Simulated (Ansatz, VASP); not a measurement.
# WS2: VASP beside Ansatz

```
CELL_PARAMETERS angstrom
3.18738 0.00000 0.00000
-1.59369 2.76036 0.00000
0.00000 0.00000 16.93929
ATOMIC_POSITIONS crystal
W 0.33333 0.66667 0.00000
S 0.66667 0.33333 0.90725
S 0.66667 0.33333 0.09275
```

Alike in both runs: functional PBE; k mesh 12 × 12 × 2; occupations gaussian, width 0.02 eV; no spin polarisation.

Ansatz relaxed the structure, and its values are those at the end. VASP's run is a single point on that final structure, the one shown.

|  | VASP | Ansatz |
| --- | --- | --- |
| version | VASP 6.6.1 | Ansatz 0.2.0 |
| potentials or method | VASP PAW PBE potentials, release 64 (W_sv, S), cutoff 520 eV | scalar-relativistic, plane waves, PAW |
| valence electrons in the cell | 26 | 26 |

|  | VASP | Ansatz | Ansatz less VASP |
| --- | --- | --- | --- |
| gap on the k mesh at the Fermi level (eV) | 1.81 | 1.81 | -0.003 |
| least direct gap on the mesh (eV) | 1.81 | 1.81 | -0.003 |

Spin-orbit coupling is off throughout.
